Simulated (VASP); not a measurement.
Crystal: VO2.

```
CELL_PARAMETERS angstrom
4.47695 0.00000 0.00000
0.00000 4.47695 0.00000
0.00000 0.00000 3.02402
ATOMIC_POSITIONS crystal
V 0.50000 0.50000 0.50000
V 0.00000 0.00000 0.00000
O 0.20036 0.79964 0.50000
O 0.79964 0.20036 0.50000
O 0.70036 0.70036 0.00000
O 0.29964 0.29964 0.00000
```

Program: VASP 6.6.1. Alike in all runs: task single point; potentials or basis VASP PAW PBE potentials, release 64 (V_sv, O); spin collinear, ferromagnetic start; cell as given; k mesh 6 × 6 × 9; cutoff (eV) 600; smearing fermi-dirac 0.05 eV.

Problem. Order these runs on this cell by their pressure, lowest first.
A. level RPBE
B. level PBEsol
C. level PBE exchange alone

Solution. B (-12.0 GPa), A (1.3 GPa), C (17.2 GPa).

Caveats: the PAW data sets were made with another functional, which shifts forces and pressure a little (at least some runs); the stress differs along the axes, from -10 to 7 GPa (at least some runs); the stress differs along the axes, from 7 to 22 GPa (at least some runs); the stress differs along the axes, from -25 to -5 GPa (at least some runs).
